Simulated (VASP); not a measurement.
Input of a VASP 6.6.1 run:

File INCAR:

```
SYSTEM = Au
PREC = Accurate ; ENCUT = 520
EDIFF = 1E-6 ; ISMEAR = -1
SIGMA = 0.1 ; LREAL = .FALSE.
LASPH = .TRUE. ; NELM = 100
ALGO = Normal ; ISIF = 2
LWAVE = .FALSE. ; LCHARG = .FALSE.
GGA = PE ; NBANDS = 12
```

Contents of KPOINTS:

```
regular mesh
0
G
  17 17 17
  0 0 0
```

The input POSCAR:

```
Au
1.0
    0.0000000000      1.9367331350      1.9367331350
    1.9367331350      0.0000000000      1.9367331350
    1.9367331350      1.9367331350      0.0000000000
Au
1
Direct
    0.0000000000      0.0000000000      0.0000000000
```

Potentials or basis: VASP PAW PBE potentials, release 64 (Au).

Command:

```sh
$ cat potpaw_PBE.64/Au/POTCAR > POTCAR
$ mpirun -np 1 vasp_std > vasp.out
```

What does it give for the band gap on the k mesh?

Zero (an odd number of electrons rules out a gap without spin polarisation).

Predict the pressure.

54.5 GPa.

Caveat: the cell stands under pressure; spin-orbit coupling is left out, which moves the levels of the heavy elements.
